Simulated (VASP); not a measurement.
# O (Fmmm) in VASP: a series of runs

O is run at these levels: PBE; tasks: single point.

Everything below comes from runs of VASP 6.6.1. Logs are shortened: lines on timing, memory, paths and dates and some standing lists are left out, and cuts for length are marked.

## Step 1: The cell of the first run

It takes space group Fmmm (No. 69, orthorhombic). Conventional cell: a = 2.927 Å, b = 4.173 Å, c = 6.690 Å, α = 90.00°, β = 90.00°, γ = 90.00°. O (site symmetry mm2) has 1 O at 1.17 Å within 1.6 Å.

## Step 2: Single point, PBE (x and y stretched by -1 %, z held)

File INCAR:

```
PREC     = Accurate       # precision mode
ENCUT    = 520            # plane-wave cutoff, eV
EDIFF    = 1E-7           # SCF threshold, eV
ISMEAR   = -1             # smearing method
SIGMA    = 0.03           # smearing width, eV
LREAL    = False          # projectors in reciprocal space
LASPH    = True           # aspherical terms in the spheres
NELM     = 100            # most SCF steps
ALGO     = Normal         # electronic algorithm
ISIF     = 2              # what is computed and relaxed
LWAVE    = False          # write WAVECAR
LCHARG   = False          # write CHGCAR
GGA      = PE             # functional
NBANDS   = 13             # bands
```

File KPOINTS:

```
Automatic mesh
0
Gamma
  12 12 12
```

File POSCAR:

```
O
1.0
    0.0000000000      2.0864745000      3.3448500000
    1.4635665000      0.0000000000      3.3448500000
    1.4635665000      2.0864745000      0.0000000000
O
2
Direct
    0.0871000000      0.0871000000      0.9129000000
    0.9129000000      0.9129000000      0.0871000000
```

Potentials or basis: VASP PAW PBE potentials, release 64 (O).

Started as:

```bash
$ cat potpaw_PBE.64/O/POTCAR > POTCAR
$ mpirun -np 1 vasp_std > vasp.out
```

OUTCAR:

```text
PREC = Accurate
   ENCUT = 520
   EDIFF = 1E-7
   ISMEAR = -1
   LREAL = False
   LASPH = True
   NELM = 100
   ISIF = 2
   GGA = PE

 ion  position               nearest neighbor table
   1  0.087  0.087  0.913-   2 1.17
   2  0.913  0.913  0.087-   1 1.17

  LATTYP: Found a face centered orthorhombic cell.
 ALAT       =     2.9271330000
 B/A-ratio  =     1.4256096324
 C/A-ratio  =     2.2854103315

  Lattice vectors:

 A1 = (   0.0000000000,   2.0864745000,   3.3448500000)
 A2 = (   1.4635665000,   0.0000000000,   3.3448500000)
 A3 = (   1.4635665000,   2.0864745000,   0.0000000000)

Analysis of symmetry for initial positions (statically):
=====================================================================
 Subroutine PRICEL returns:
 Original cell was already a primitive cell.

 Routine SETGRP: Setting up the symmetry group for a
 face centered orthorhombic supercell.

 Subroutine GETGRP returns: Found  8 space group operations
 (whereof  8 operations were pure point group operations)
 out of a pool of  8 trial point group operations.

The static configuration has the point symmetry D_2h.

Analysis of symmetry for dynamics (positions and initial velocities):
=====================================================================
 Subroutine PRICEL returns:
 Original cell was already a primitive cell.

 Routine SETGRP: Setting up the symmetry group for a
 face centered orthorhombic supercell.

 Subroutine GETGRP returns: Found  8 space group operations
 (whereof  8 operations were pure point group operations)
 out of a pool of  8 trial point group operations.

The dynamic configuration has the point symmetry D_2h.

 Subroutine INISYM returns: Found  8 space group operations
 (whereof  8 operations are pure point group operations),
 and found     1 'primitive' translations

----------------------------------------------------------------------------------------

                                     Primitive cell

  volume of cell :      20.4283

  direct lattice vectors                    reciprocal lattice vectors
     0.000000000  2.086474500  3.344850000    -0.341631214  0.239638682  0.149483534
     1.463566500  0.000000000  3.344850000     0.341631214 -0.239638682  0.149483534
     1.463566500  2.086474500  0.000000000     0.341631214  0.239638682 -0.149483534

  length of vectors
     3.942257901  3.651033884  2.548608000     0.443265058  0.443265058  0.443265058

  position of ions in fractional coordinates (direct lattice)
     0.087100000  0.087100000  0.912900000
     0.912900000  0.912900000  0.087100000

[... 87 lines left out ...]
   NELECT =      12.0000    total number of electrons
   NUPDOWN=      -1.0000    fix difference up-down
   EMIN   =  10.00;   EMAX   =-10.00  energy-range for DOS
   EFERMI =   0.00;   METHOD = LEGACY
   ISMEAR =    -1;   SIGMA  =   0.03  broadening in eV -4-tet -1-fermi 0-gaus
   EFERMI_NEDOS =   21; number of points for ismear=-14 and -15
   IALGO  =     38    algorithm
   IMIX   =      4    mixing-type and parameters
     AMIX     =   0.40;   BMIX     =  1.00
     AMIX_MAG =   1.60;   BMIX_MAG =  1.00
  volume/ion in A,a.u.               =      10.21        68.93
  Fermi-wavevector in a.u.,A,eV,Ry     =   1.371064  2.590936 25.576471  1.879818
  Thomas-Fermi vector in A             =   2.496795
   LORBIT       =      0    0 simple, 1 ext, 2 COOP (PROOUT), +10 PAW based schemes
   GGA     = PE    functional components
   LHFCALC =     F    Hartree Fock is set to
   AEXX    =    0.0000 exact exchange contribution
   IVDW    =     0    specifies the selected vdW correction
   LEPSILON=     F    determine dielectric tensor
   LRPA    =     F    only Hartree local field effects (RPA)
 non-spin polarized calculation
  energy-cutoff  :      520.00
  volume of cell :       20.43
 maximum number of plane-waves:       566
 NGX is ok and might be reduce to    30
   NGX = 15   NGY = 13   NGZ =  9

 number of electron      12.0000001 magnetization

 Free energy of the ion-electron system (eV)
  ---------------------------------------------------
  ext. energy  EPLUGINS =         0.00000000
  ---------------------------------------------------
  free energy    TOTEN  =        -9.32116007 eV

  energy without entropy =       -9.31726430  energy(sigma->0) =       -9.31921219

 E-fermi :   1.6030     XC(G=0): -10.0171

 val. band max:        1.5971961142   @ k =   0.4167   0.1667   0.2500
 cond. band min:       1.6031916568   @ k =   0.4167   0.1667   0.1667
 fundamental gap:      0.0059955426
 Fermi energy:         1.6030419339

 k-point     1 :       0.0000    0.0000    0.0000
  band No.  band energies     occupation
      1     -27.2997      2.00000
      2     -12.4459      2.00000
      3      -8.1153      2.00000
      4      -4.9720      2.00000
      5      -4.6329      2.00000
      6       2.2338      0.00000
      7       2.8086      0.00000
      8      11.2070      0.00000
      9      13.7933      0.00000
     10      17.0656      0.00000
     11      21.5855      0.00000
     12      22.6007      0.00000
     13      27.0550      0.00000
[... 354 lines left out ...]
  band No.  band energies     occupation
      1     -26.7610      2.00000
      2     -12.5690      2.00000
      3      -7.8538      2.00000
      4      -5.9783      2.00000
      5      -5.0053      2.00000
      6       0.2984      2.00000
      7       2.5861      0.00000
      8      12.1783      0.00000
      9      15.6970      0.00000
     10      16.7580      0.00000
     11      18.3892      0.00000
     12      21.6566      0.00000
     13      26.7319      0.00000

 [... further k-points ...]

------------------------ aborting loop because EDIFF is reached ----------------------------------------

  FORCE on cell =-STRESS in cart. coord.  units (eV):
  Direction    XX          YY          ZZ          XY          YZ          ZX
  --------------------------------------------------------------------------------------
  -------------------------------------------------------------------------------------
  Total       -0.0828412     -0.6788717      8.0882363      0.0000000      0.0000000      0.0000000
  in kB       -6.4971782    -53.2434372    634.3548004      0.0000000      0.0000000      0.0000000
  external PRESSURE =     191.5380617 kB  Pullay stress =       0.0000000 kB

 VOLUME and BASIS-vectors are now :
 -----------------------------------------------------------------------------
  energy-cutoff  :      520.00
  volume of cell :       20.43
      direct lattice vectors                 reciprocal lattice vectors
     0.000000000  2.086474500  3.344850000    -0.341631214  0.239638682  0.149483534
     1.463566500  0.000000000  3.344850000     0.341631214 -0.239638682  0.149483534
     1.463566500  2.086474500  0.000000000     0.341631214  0.239638682 -0.149483534

 POSITION                                       TOTAL-FORCE (eV/Angst)
 -----------------------------------------------------------------------------------
      1.46357      2.08647      0.58267         0.000000      0.000000      5.715674
      1.46357      2.08647      6.10703         0.000000      0.000000     -5.715674
 -----------------------------------------------------------------------------------
    total drift:                                0.000000      0.000000      0.000000

  FREE ENERGIE OF THE ION-ELECTRON SYSTEM (eV)
  ---------------------------------------------------
  free  energy   TOTEN  =        -9.3211600722 eV

  energy  without entropy=       -9.3172642991  energy(sigma->0) =       -9.31921219
```

It took 46 s on 1 thread of Intel Xeon Platinum 8488C (Sapphire Rapids), shared host; peak memory 0.17 GiB.

What came out:

```yaml
Free_energy: -9.3212 eV
Pressure: 19.2 GPa
Largest_force: 5.716 eV/Å
Band_gap_on_the_k_mesh: zero (band 6 reaches 2.77 eV, above the bottom of band 7 at 0.96 eV)
```

Forces on the atoms (eV/Å):
```
O    0.000  0.000  5.716
O    0.000  0.000 -5.716
```

Caveat: the cell differs from its parent crystal (x and y stretched by -1 %, z held); the standard files for N, O and F lose accuracy on very short bonds; spin is off for a triplet molecule; forces of over 1 eV/Å act on the atoms, so gaps and moduli don't describe the material at rest.

## Step 3: Single point, PBE (x and y stretched by +1.5 %, z held)

File INCAR:

```
PREC = Accurate
ENCUT = 520
EDIFF = 1E-6
ISMEAR = -1
SIGMA = 0.03
LREAL = F
LASPH = T
NELM = 80
ALGO = Normal
ISIF = 2
LWAVE = F
LCHARG = F
GGA = PE
NBANDS = 13
```

File KPOINTS:

```
regular mesh
0
Gamma
  12 12 12
```

File POSCAR:

```
O
1.0
    0.0000000000      2.1391632500      3.3448500000
    1.5005252500      0.0000000000      3.3448500000
    1.5005252500      2.1391632500      0.0000000000
O
2
Direct
    0.0871000000      0.0871000000      0.9129000000
    0.9129000000      0.9129000000      0.0871000000
```

Potentials or basis: VASP PAW PBE potentials, release 64 (O).

Started as:

```bash
$ cat potpaw_PBE.64/O/POTCAR > POTCAR
$ mpirun -np 1 vasp_std > vasp.out
```

Run time: 39 s. Hardware: 1 thread of Intel Xeon Platinum 8488C (Sapphire Rapids), shared host; peak memory 0.18 GiB.

The run converged. Its results:

* Free energy: -9.2998 eV
* Pressure: 16.9 GPa
* Largest force: 5.786 eV/Å
* Band gap on the k mesh: zero (band 6 reaches 2.30 eV, above the bottom of band 7 at 0.67 eV)

Forces on the atoms (eV/Å):
```
O    0.000  0.000  5.786
O    0.000  0.000 -5.786
```

Stress tensor (GPa, compression positive):
```
-2.01  0.00  0.00
 0.00 -7.00  0.00
 0.00  0.00 59.73
```

Levels at points of the mesh, in eV from the Fermi level:
```
           k point  band 4  band 5  band 6  band 7  band 8  band 9
(0.00, 0.00, 0.00)   -6.71   -6.42    0.51    1.06    9.11   12.13
(0.50, 0.00, 0.00)   -7.81   -6.76   -1.27    0.84   10.64   13.69
(0.50, 0.50, 0.00)   -6.93   -6.45    1.07    1.13    8.46    9.00
(0.50, 0.00, 0.50)   -8.02   -7.73   -0.70   -0.48   11.84   12.19
(0.00, 0.50, 0.50)   -8.03   -6.75   -1.94    0.33   10.82   11.27
```

Caveat: the cell differs from its parent crystal (x and y stretched by +1.5 %, z held); the standard files for N, O and F lose accuracy on very short bonds; spin is off for a triplet molecule; forces of over 1 eV/Å act on the atoms, so gaps and moduli don't describe the material at rest.
